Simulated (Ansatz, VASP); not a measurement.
One calculation of Al, two programs

```xyz
12
Lattice="7.5446 0.0000 0.0000 -3.7723 6.5338 0.0000 0.0000 0.0000 5.5126" Properties=species:S:1:pos:R:3 pbc="T T T"
Al    1.2296    2.1282    3.2156
Al    5.0867    0.0007    1.3781
Al    5.0006    4.4049    5.0532
Al    2.5427    4.4056    0.4594
Al   -1.3144    6.5331    4.1344
Al   -1.2283    2.1290    2.2969
Al   -2.5427    4.4056    2.2969
Al    1.2283    2.1290    0.4594
Al    1.3144    6.5331    4.1345
Al    6.3150    2.1282    5.0532
Al    2.5440    4.4049    3.2157
Al    2.4579    0.0007    1.3782
```

Alike in both runs: functional PBE; k mesh 3 × 3 × 4; occupations gaussian, width 0.1 eV; no spin polarisation.

Ansatz relaxed the structure, and its values are those at the end. VASP's run is a single point on that final structure, the one shown.

```csv
,VASP,Ansatz
version,VASP 6.6.1,Ansatz 0.2.0
potentials or method,"VASP PAW PBE potentials, release 64 (Al), cutoff 520 eV","scalar-relativistic, plane waves, PAW"
valence electrons in the cell,36,36
```

|  | VASP | Ansatz | Ansatz less VASP |
| --- | --- | --- | --- |
| gap on the k mesh at the Fermi level (eV) | none | none | - |
| pressure (GPa) | 0.0 | 0.0 | +0.03 |

A gap of «none» marks a metal or a gap that the smearing closes. With one functional, cell and mesh, what is left measures potentials, basis and numerics.
